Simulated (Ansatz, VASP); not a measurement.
**Na: VASP beside Ansatz**

```xyz
8
Lattice="6.7068 0.0000 0.0000 0.0000 6.7068 0.0000 0.0000 0.0000 6.7068" Properties=species:S:1:pos:R:3 pbc="T T T"
Na    0.0000    0.0000    0.0000
Na    3.3534    3.3534    3.3534
Na    1.6767    0.0000    3.3534
Na    5.0301    0.0000    3.3534
Na    3.3534    1.6767    0.0000
Na    3.3534    5.0301    0.0000
Na    0.0000    3.3534    1.6767
Na    0.0000    3.3534    5.0301
```

Alike in both runs: task relaxation of cell and atoms; functional LDA; k mesh 4 × 4 × 4; occupations fermi-dirac, width 0.1 eV; no spin polarisation.

|  | VASP | Ansatz |
| --- | --- | --- |
| version | VASP 6.6.1 | Ansatz 0.2.0 |
| potentials or method | VASP PAW LDA potentials, release 64 (Na_pv), cutoff 600 eV | plane waves (420 eV) with PAW, scalar-relativistic |
| valence electrons in the cell | 56 | 72 |

Ansatz gave:

| Quantity | Value |
| --- | --- |
| relaxed volume (Å³/atom) | 33.62 |
| relaxed cell length with the largest relative difference (Å) | 6.455 |

Problem. Which values does VASP return?

Solution. Relaxed volume (Å³/atom): 33.49; relaxed cell length with the largest relative difference (Å): 6.447.

Ansatz warns that its potentials were made for another functional, while VASP's fit it. LDA's correlation is that of Perdew and Zunger in VASP and of Perdew and Wang (1992) in Ansatz. VASP's potentials hold 56 valence electrons a cell and Ansatz's 72, so a difference there can come from the potentials and not from the codes.
